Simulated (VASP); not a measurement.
The system is CdS (Hawleyite).

```
Cd S
1.0
     0.00000    2.89693    2.89693
     2.89693    0.00000    2.89693
     2.89693    2.89693    0.00000
Cd S
1 1
Direct
  0.00000 0.00000 0.00000
  0.75000 0.75000 0.75000
```

Base run:

- Program: VASP 6.6.1
- Functional: BLYP
- Dispersion: D4
- Potentials or basis: VASP PAW PBE potentials, release 64 (Cd_sv_GW, S)
- Cutoff: 540 eV
- k mesh: 8 × 8 × 8
- Occupations: fermi-dirac, width 0.05 eV
- Spin: no spin polarisation

Its results: band gap on the k mesh 1.17 eV, direct; pressure 2.1 GPa.

Question: The run is repeated on the same cell with these changes: potentials or basis from VASP PAW PBE potentials, release 64 (Cd_sv_GW, S) to VASP PAW PBE potentials, release 64 (Cd, S); cutoff from 540 eV to 520 eV; further incar settings from ALGO = Normal; EDIFF = 1e-06; NBANDS = 20 to ALGO = Normal; EDIFF = 1e-07; NBANDS = 16; valence electrons from 26 to 18. What comes out?

Answer: Band gap on the k mesh 1.17 eV, direct; pressure 3.5 GPa.

Caveats: the PAW data sets were made with another functional, which shifts forces and pressure a little.

